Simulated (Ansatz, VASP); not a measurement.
## V in VASP and in Ansatz

File INCAR:

```
SYSTEM = V
PREC     = Accurate       ! precision mode
ENCUT    = 520            ! plane-wave cutoff, eV
EDIFF    = 1E-7           ! SCF threshold, eV
ISMEAR   = 0              ! smearing method
SIGMA    = 0.15           ! smearing width, eV
LREAL    = .False.        ! projectors in reciprocal space
LASPH    = .True.         ! aspherical terms in the spheres
NELM     = 60             ! most SCF steps
ALGO     = Fast           ! electronic algorithm
ISIF     = 2              ! what is computed and relaxed
LWAVE    = .False.        ! write WAVECAR
LCHARG   = .False.        ! write CHGCAR
GGA      = PS             ! functional
NBANDS   = 12             ! bands
```

The input KPOINTS:

```
regular mesh
0
Gamma
  22 22 22
  0 0 0
```

The input POSCAR:

```
V
1.0
   -1.4903050000      1.4903050000      1.5130000000
    1.4903050000     -1.4903050000      1.5130000000
    1.4903050000      1.4903050000     -1.5130000000
V
1
Direct
    0.0000000000      0.0000000000      0.0000000000
```

Input for Ansatz:

```yaml
crystal:
  lattice:
    - [-1.490305, 1.490305, 1.513]
    - [1.490305, -1.490305, 1.513]
    - [1.490305, 1.490305, -1.513]
  atoms:
    - { symbol: V, position: [0.0, 0.0, 0.0] }
basis:
  ecutwfc: 420
kpoints:
  mp_grid: { grid: [22, 22, 22] }
hamiltonian:
  xc: pbesol
scf:
  occupations: { method: gaussian, width: 0.15 }
output:
  forces: true
  stress: true
  eigenvalues: true
```

Change from the starting cell: strain -0.015 along x and y, +0.000 along z, atoms carried along.

Alike in both runs: task single point; functional PBEsol; k mesh 22 × 22 × 22; occupations gaussian, width 0.15 eV; no spin polarisation.

|  | VASP | Ansatz |
| --- | --- | --- |
| version | VASP 6.6.1 | Ansatz 0.2.0 |
| potentials or method | VASP PAW PBE potentials, release 64 (V_sv), cutoff 520 eV | scalar-relativistic, plane waves, PAW |
| valence electrons in the cell | 13 | 13 |

Ansatz gave:

| Quantity | Value |
| --- | --- |
| gap on the k mesh at the Fermi level (eV) | none |
| pressure (GPa) | -6.8 |
| traceless stress, the component that is largest in VASP (GPa) | -1.26 |

Question: Which values does VASP return?

Answer: gap on the k mesh at the Fermi level (eV): none; pressure (GPa): -6.6; traceless stress, the component that is largest in VASP (GPa): -1.26.

VASP's potentials were made for PBE, not for PBEsol. A gap of «none» marks a metal or a gap that the smearing closes. The functional is the same, so the differences come from potentials, cutoffs and numerics.
